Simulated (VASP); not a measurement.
## PbO2: single point with PBE

The system is PbO2.

```
CELL_PARAMETERS angstrom
3.57523 0.00000 0.00000
-1.78761 3.09624 0.00000
0.00000 0.00000 2.97390
ATOMIC_POSITIONS crystal
Pb 0.00000 0.00000 0.00000
O 0.33333 0.66667 0.50000
O 0.66667 0.33333 0.50000
```

```yaml
Program: VASP 6.6.1
Task: single point
Functional: PBE
Potentials_or_basis: VASP PAW PBE potentials, release 64 (Pb_d, O)
Cutoff: 520 eV
k_mesh: 8 × 8 × 6
Occupations: fermi-dirac, width 0.02 eV
Spin: no spin polarisation
```

- Pressure: 39.9 GPa
- Band gap on the k mesh: zero (bands 13 and 14 overlap by 1.32 eV)

Stress tensor (GPa, compression positive):
```
39.85  0.00  0.00
 0.00 39.85  0.00
 0.00  0.00 39.95
```

Levels at points of the mesh, in eV from the Fermi level:
```csv
k point,band 10,band 11,band 12,band 13,band 14,band 15,band 16,band 17
"(0.00, 0.00, 0.00)",-4.82,-4.04,-2.20,-2.20,-0.81,8.98,8.98,10.06
"(0.50, 0.00, 0.00)",-2.43,-1.97,-1.35,-0.23,0.44,3.41,8.08,10.72
"(0.00, 0.00, 0.50)",-4.95,-2.19,-0.67,-0.67,1.52,1.53,8.31,8.31
"(0.50, 0.00, 0.50)",-5.85,-5.23,-1.38,-0.71,0.35,3.93,5.15,7.32
```

It took 35 s on 1 thread of Intel Xeon 8259CL, on a shared host, peak memory 0.16 GiB.

Caveat: the cell stands under pressure; spin-orbit coupling is left out, which moves the levels of the heavy elements.
